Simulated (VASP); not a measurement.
# Mo3W2 in VASP: notebook

Mo3W2 is run at these levels: PBE; tasks: single point.

Program: VASP 6.6.1. These are calculated values, not measurements. Logs are shortened: lines on timing, memory, paths and dates and some standing lists are left out, and cuts for length are marked.

### 1 The cell of the first run

Symmetry: Fmmm, No. 69, orthorhombic system. Conventional cell: a = 3.170 Å, b = 4.487 Å, c = 22.411 Å, α = 90.00°, β = 90.00°, γ = 90.00°. Mo (site symmetry mmm) has 14 Mo at 2.74 to 3.17 Å within 3.6 Å. Within 3.6 Å of Mo (site symmetry mm2) lie 10 Mo at 2.74 to 3.17 Å and 4 W at 2.75 to 3.17 Å. Within 3.6 Å of W (site symmetry mm2) lie 10 W at 2.75 to 3.18 Å and 4 Mo at 2.75 to 3.17 Å.

### 2 Single point, PBE

Contents of INCAR:

```
PREC = Accurate
ENCUT = 520
EDIFF = 1E-6
ISMEAR = 0
SIGMA = 0.2
LREAL = F
LASPH = T
NELM = 80
ALGO = Fast
ISIF = 2
LWAVE = F
LCHARG = T
GGA = PE
LELF = T
LVHAR = T
NBANDS = 81
```

Contents of KPOINTS:

```
Automatic mesh
0
Gamma
  8 4 2
```

Contents of POSCAR:

```
Mo3W2
1.0
    1.5851125859      2.2432968666      0.0000000000
    4.7553377576     -2.2432968666      0.0000000000
    1.5851125859      0.0000000000    -11.2056349361
Mo W
6 4
Direct
    0.5000000000      0.5000000000      0.0000000000
    0.0000000000      1.0000000000      0.0000000000
    0.2997542166      0.2997542166      0.8009831337
    0.7997542166      0.7997542166      0.8009831337
    0.2002457834      0.2002457834      0.1990168663
    0.7002457834      0.7002457834      0.1990168663
    0.0998301052      0.0998301052      0.6006795792
    0.5998301052      0.5998301052      0.6006795792
    0.4001698948      0.4001698948      0.3993204208
    0.9001698948      0.9001698948      0.3993204208
```

Potentials or basis: VASP PAW PBE potentials, release 64 (Mo_sv, W_sv).

Command:

```sh
cat potpaw_PBE.64/Mo_sv/POTCAR potpaw_PBE.64/W_sv/POTCAR > POTCAR
mpirun -np 1 vasp_std > vasp.out
```

OUTCAR:

```text
PREC = Accurate
   ENCUT = 520
   EDIFF = 1E-6
   ISMEAR = 0
   LREAL = F
   LASPH = T
   NELM = 80
   ISIF = 2
   GGA = PE

 ion  position               nearest neighbor table
   1  0.500  0.500  0.000-   3 2.74   6 2.74   5 2.74   4 2.74   2 2.75   2 2.75   3 3.16   5 3.16
                             4 3.16   6 3.16   2 3.17   2 3.17
   2  0.000  0.000  0.000-   4 2.74   5 2.74   3 2.74   6 2.74   1 2.75   1 2.75   4 3.16   6 3.16
                             3 3.16   5 3.16   1 3.17   1 3.17
   3  0.300  0.300  0.801-   1 2.74   2 2.74   4 2.75   4 2.75   8 2.75   7 2.75   1 3.16   2 3.16
                             4 3.17   4 3.17   8 3.17   7 3.17
   4  0.800  0.800  0.801-   2 2.74   1 2.74   3 2.75   3 2.75   7 2.75   8 2.75   2 3.16   1 3.16
                             3 3.17   3 3.17   7 3.17   8 3.17
   5  0.200  0.200  0.199-   2 2.74   1 2.74   6 2.75   6 2.75  10 2.75   9 2.75   1 3.16   2 3.16
                             6 3.17   6 3.17   9 3.17  10 3.17
   6  0.700  0.700  0.199-   1 2.74   2 2.74   5 2.75   5 2.75   9 2.75  10 2.75   2 3.16   1 3.16
                             5 3.17   5 3.17  10 3.17   9 3.17
   7  0.100  0.100  0.601-   8 2.75   8 2.75   4 2.75   3 2.75   9 2.76  10 2.76   8 3.17   8 3.17
                             4 3.17   3 3.17   9 3.18  10 3.18
   8  0.600  0.600  0.601-   7 2.75   7 2.75   3 2.75   4 2.75  10 2.76   9 2.76   7 3.17   7 3.17
                             3 3.17   4 3.17  10 3.18   9 3.18
   9  0.400  0.400  0.399-  10 2.75  10 2.75   6 2.75   5 2.75   7 2.76   8 2.76  10 3.17  10 3.17
                             5 3.17   6 3.17   7 3.18   8 3.18
  10  0.900  0.900  0.399-   9 2.75   9 2.75   5 2.75   6 2.75   8 2.76   7 2.76   9 3.17   9 3.17
                             6 3.17   5 3.17   8 3.18   7 3.18

  LATTYP: Found a triclinic cell.
 ALAT       =     2.7468095569
 B/A-ratio  =     2.5171182114
 C/A-ratio  =     5.4127537031
 COS(alpha) =     0.0002106201
 COS(beta)  =     0.4923690583
 COS(gamma) =     0.6626395366

  Lattice vectors:

 A1 = (  -1.5851125859,  -2.2432968666,   0.0000000000)
 A2 = (   1.5851125858,  -6.7298905998,   0.0000000000)
 A3 = (  -9.5106755153,  -2.2432968666,  11.2056349361)

Analysis of symmetry for initial positions (statically):
=====================================================================
 Subroutine PRICEL returns following result:

  LATTYP: Found a face centered orthorhombic cell.
 ALAT       =     3.1702251718
 B/A-ratio  =     1.4152287267
 C/A-ratio  =     7.0692990744

  Lattice vectors:

 A1 = (   0.0000000000,   2.2432968666,  11.2056349361)
 A2 = (   1.5851125859,   0.0000000000,  11.2056349361)
 A3 = (   1.5851125859,   2.2432968666,   0.0000000000)

   2 primitive cells build up your supercell.

 Routine SETGRP: Setting up the symmetry group for a
 triclinic supercell.

 Subroutine GETGRP returns: Found  2 space group operations
 (whereof  2 operations were pure point group operations)
 out of a pool of  2 trial point group operations.

The static configuration has the point symmetry S_2 .

Analysis of symmetry for dynamics (positions and initial velocities):
=====================================================================
 Subroutine PRICEL returns following result:

  LATTYP: Found a face centered orthorhombic cell.
 ALAT       =     3.1702251718
 B/A-ratio  =     1.4152287267
 C/A-ratio  =     7.0692990744

  Lattice vectors:

 A1 = (   0.0000000000,   2.2432968666,  11.2056349361)
 A2 = (   1.5851125859,   0.0000000000,  11.2056349361)
 A3 = (   1.5851125859,   2.2432968666,   0.0000000000)

   2 primitive cells build up your supercell.

 Routine SETGRP: Setting up the symmetry group for a
 triclinic supercell.

 Subroutine GETGRP returns: Found  2 space group operations
 (whereof  2 operations were pure point group operations)
 out of a pool of  2 trial point group operations.

The dynamic configuration has the point symmetry S_2 .

 Subroutine INISYM returns: Found  2 space group operations
 (whereof  2 operations are pure point group operations),
 and found     2 'primitive' translations

----------------------------------------------------------------------------------------

                                     Primitive cell

  volume of cell :      79.6917

[... 26 lines left out ...]

Automatic generation of k-mesh.
 Grid dimensions read from file:
 generate k-points for:    8    4    2

 Generating k-lattice:

  Cartesian coordinates                     Fractional coordinates (reciprocal lattice)
     0.019714688  0.041791170  0.002788775     0.125000000  0.000000000  0.000000000
     0.039429376 -0.027860780  0.005577551    -0.000000000  0.250000000  0.000000000
     0.000000000  0.000000000 -0.044620408     0.000000000  0.000000000  0.500000000

  Length of vectors
     0.046291987  0.048600492  0.044620408

  Shift w.r.t. Gamma in fractional coordinates (k-lattice)
     0.000000000  0.000000000  0.000000000

 Subroutine IBZKPT returns following result:
 ===========================================

 Found     36 irreducible k-points:

 Following reciprocal coordinates:
            Coordinates               Weight
  0.000000  0.000000  0.000000      1.000000
  0.125000  0.000000  0.000000      2.000000
  0.250000  0.000000  0.000000      2.000000
  0.375000  0.000000  0.000000      2.000000
  0.500000  0.000000  0.000000      1.000000
  0.000000  0.250000  0.000000      2.000000
[... 16 lines left out ...]
  0.500000  0.000000  0.500000      1.000000
  0.000000  0.250000  0.500000      2.000000
 [... further k-points ...]
   k-points           NKPTS =     36   k-points in BZ     NKDIM =     36   number of bands    NBANDS=     81
   number of dos      NEDOS =    301   number of ions     NIONS =     10
   total plane-waves  NPLWV =  67200
   dimension x,y,z NGX =    20 NGY =   40 NGZ =   84
   dimension x,y,z NGXF=    40 NGYF=   80 NGZF=  168
   ions per type =               6   4
   NGX,Y,Z   is equivalent  to a cutoff of  12.10, 12.65, 12.34 a.u.
   NGXF,Y,Z  is equivalent  to a cutoff of  24.21, 25.29, 24.68 a.u.
 SYSTEM =  unknown system
   PREC   = accura    normal or accurate (medium, high low for compatibility)
   ISTART =      0    job   : 0-new  1-cont  2-samecut
   ICHARG =      2    charge: 1-file 2-atom 10-const
   ISPIN  =      1    spin polarized calculation?
   LNONCOLLINEAR =      F non collinear calculations
   LSORBIT =      F    spin-orbit coupling
   LASPH  =      T    aspherical Exc in radial PAW
   ENCUT  =  520.0 eV  38.22 Ry    6.18 a.u.   5.11  9.78 21.04*2*pi/ulx,y,z
   NELM   =     80;   NELMIN=  2; NELMDL= -5     # of ELM steps
   EDIFF  = 0.1E-05   stopping-criterion for ELM
   LREAL  =      F    real-space projection
   EDIFFG = 0.1E-04   stopping-criterion for IOM
   NSW    =      0    number of steps for IOM
   IBRION =     -1    ionic relax: 0-MD 1-quasi-New 2-CG
   NFREE  =      0    steps in history (QN), initial steepest desc. (CG)
   ISIF   =      2    stress and relaxation
   ISYM   =      2    0-nonsym 1-usesym 2-fastsym
   POTIM  = 0.5000    time-step for ionic-motion
   TEBEG  =    0.0;   TEEND  =   0.0 temperature during run
   PSTRESS=    0.0 pullay stress
   NELECT =     140.0000    total number of electrons
   NUPDOWN=      -1.0000    fix difference up-down
   EMIN   =  10.00;   EMAX   =-10.00  energy-range for DOS
   EFERMI =   0.00;   METHOD = LEGACY
   ISMEAR =     0;   SIGMA  =   0.20  broadening in eV -4-tet -1-fermi 0-gaus
   EFERMI_NEDOS =   21; number of points for ismear=-14 and -15
   IALGO  =     68    algorithm
   IMIX   =      4    mixing-type and parameters
     AMIX     =   0.40;   BMIX     =  1.00
     AMIX_MAG =   1.60;   BMIX_MAG =  1.00
  volume/ion in A,a.u.               =      15.94       107.56
  Fermi-wavevector in a.u.,A,eV,Ry     =   1.567845  2.962797 33.444988  2.458137
  Thomas-Fermi vector in A             =   2.669964
   LORBIT       =      0    0 simple, 1 ext, 2 COOP (PROOUT), +10 PAW based schemes
   GGA     = PE    functional components
   LHFCALC =     F    Hartree Fock is set to
   AEXX    =    0.0000 exact exchange contribution
   IVDW    =     0    specifies the selected vdW correction
   LEPSILON=     F    determine dielectric tensor
   LRPA    =     F    only Hartree local field effects (RPA)
 non-spin polarized calculation
 RMM-DIIS sequential band-by-band and
 Gauss-broadening in eV      SIGMA  =   0.20
  energy-cutoff  :      520.00
  volume of cell :      159.38
 maximum number of plane-waves:      4330
   NGX = 11   NGY = 19   NGZ = 41

 number of electron     139.9999996 magnetization

 Free energy of the ion-electron system (eV)
  ---------------------------------------------------
  ext. energy  EPLUGINS =         0.00000000
  ---------------------------------------------------
  free energy    TOTEN  =      -117.41723495 eV

  energy without entropy =     -117.30025166  energy(sigma->0) =     -117.35874331

 E-fermi :  11.8760     XC(G=0): -13.4152

 val. band max:       11.8524181070   @ k =   0.2500   0.5000   0.5000
 cond. band min:      11.8776159194   @ k =   0.1250   0.5000   0.0000
 fundamental gap:      0.0251978125
 Fermi energy:        11.8759636567

 k-point     1 :       0.0000    0.0000    0.0000
  band No.  band energies     occupation
      1     -62.2458      2.00000
      2     -62.1837      2.00000
      3     -62.1494      2.00000
      4     -62.1493      2.00000
      5     -49.3480      2.00000
      6     -49.2579      2.00000
[... 2005 lines left out ...]
     80      13.7940      0.00000
     81      13.8215      0.00000

 [... further k-points ...]

------------------------ aborting loop because EDIFF is reached ----------------------------------------

  FORCE on cell =-STRESS in cart. coord.  units (eV):
  Direction    XX          YY          ZZ          XY          YZ          ZX
  --------------------------------------------------------------------------------------
  -------------------------------------------------------------------------------------
  Total        0.9939622      0.9985687      0.1809007      0.4488936      0.1112449     -0.0316211
  in kB        9.9916478     10.0379539      1.8184754      4.5124316      1.1182717     -0.3178657
  external PRESSURE =       7.2826924 kB  Pullay stress =       0.0000000 kB

 VOLUME and BASIS-vectors are now :
 -----------------------------------------------------------------------------
  energy-cutoff  :      520.00
  volume of cell :      159.38
      direct lattice vectors                 reciprocal lattice vectors
     1.585112586  2.243296867  0.000000000     0.157717504  0.334329357  0.022310204
     4.755337758 -2.243296867  0.000000000     0.157717504 -0.111443119  0.022310204
     1.585112586  0.000000000-11.205634936     0.000000000  0.000000000 -0.089240816

 POSITION                                       TOTAL-FORCE (eV/Angst)
 -----------------------------------------------------------------------------------
      3.17023      0.00000      0.00000         0.000000      0.000000     -0.000000
      0.00000      0.00000      0.00000         0.000000      0.000000     -0.000000
      3.17023      0.00000     -8.97552         0.000668     -0.000133     -0.010552
      6.34045      0.00000     -8.97552         0.000668     -0.000133     -0.010552
      1.58511      0.00000     -2.23011        -0.000668      0.000133      0.010552
      4.75534      0.00000     -2.23011        -0.000668      0.000133      0.010552
      1.58511      0.00000     -6.73100         0.000184     -0.001463      0.002239
      4.75534      0.00000     -6.73100         0.000184     -0.001463      0.002239
      3.17023      0.00000     -4.47464        -0.000184      0.001463     -0.002239
      6.34045      0.00000     -4.47464        -0.000184      0.001463     -0.002239
 -----------------------------------------------------------------------------------
    total drift:                                0.000000      0.000000      0.000000

  FREE ENERGIE OF THE ION-ELECTRON SYSTEM (eV)
  ---------------------------------------------------
  free  energy   TOTEN  =      -117.4172349525 eV

  energy  without entropy=     -117.3002516584  energy(sigma->0) =     -117.35874331
```

It took 16 min on 1 thread of Oxide Virtual Turin-like, shared host; peak memory 0.43 GiB.

Results:

```
Free energy            : -117.4172 eV
Pressure               : 0.7 GPa
Largest force          : 0.011 eV/Å
Band gap on the k mesh : zero (bands 70 and 71 overlap by 1.95 eV)
```

Forces in eV/Å, atoms in the order of the input:
```
Mo   0.000  0.000  0.000
Mo   0.000  0.000  0.000
Mo   0.001  0.000 -0.011
Mo   0.001  0.000 -0.011
Mo  -0.001  0.000  0.011
Mo  -0.001  0.000  0.011
W    0.000 -0.001  0.002
W    0.000 -0.001  0.002
W    0.000  0.001 -0.002
W    0.000  0.001 -0.002
```

Caveat: spin-orbit coupling is left out, which moves the levels of the heavy elements.

[end of part 1 of 2]

The gap in the log of VASP goes by the Fermi energy; the results here count the filled bands.